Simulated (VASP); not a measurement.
Runs of VASP 6.6.1 on LuZrBr6. The structure is that of space group P-62m (No. 189), or close to it. The cells are those of the table. 

```tsv
task	cell	k mesh	cutoff (eV)	gap on the mesh (eV)	pressure (GPa)	largest force (eV/Å)
single point	a = 5.368, b = 5.368, c = 10.862 Å, angles 90.0, 90.0, 120.0°, 8 atoms	6 × 6 × 2	520	none	(b)	(a)
relaxation of cell and atoms	relaxed from a = 7.317, b = 7.317, c = 7.076 Å, angles 90.0, 90.0, 120.0°, 8 atoms	3 × 3 × 4	600	none	0.0	0.01
single point	a = 7.345, b = 7.345, c = 7.085 Å, angles 90.0, 90.0, 120.0°, 8 atoms	3 × 3 × 4	520	none	0.0	0.02
single point	a = 7.317, b = 7.317, c = 7.076 Å, angles 90.0, 90.0, 120.0°, 8 atoms	6 × 6 × 2	520	none	0.1	0.03
```

Alike in all rows: level PBE; potentials or basis VASP PAW PBE potentials, release 64 (Lu, Zr_sv, Br); no spin polarisation; smearing gaussian 0.1 eV.

Question: Estimate the missing entries.

Answer: (a) 2.53; (b) 3.8.

Caveats: some runs use coarse meshes; spin-orbit coupling is left out, which moves the levels of the heavy elements; an odd number of electrons without spin polarisation forces a metal; a magnetic or distorted state may lie lower.

A k mesh can miss the band edges, and the runs leave out spin-orbit coupling on Br, Lu, Zr.

A gap of «none» marks levels without a gap at the run's occupations.
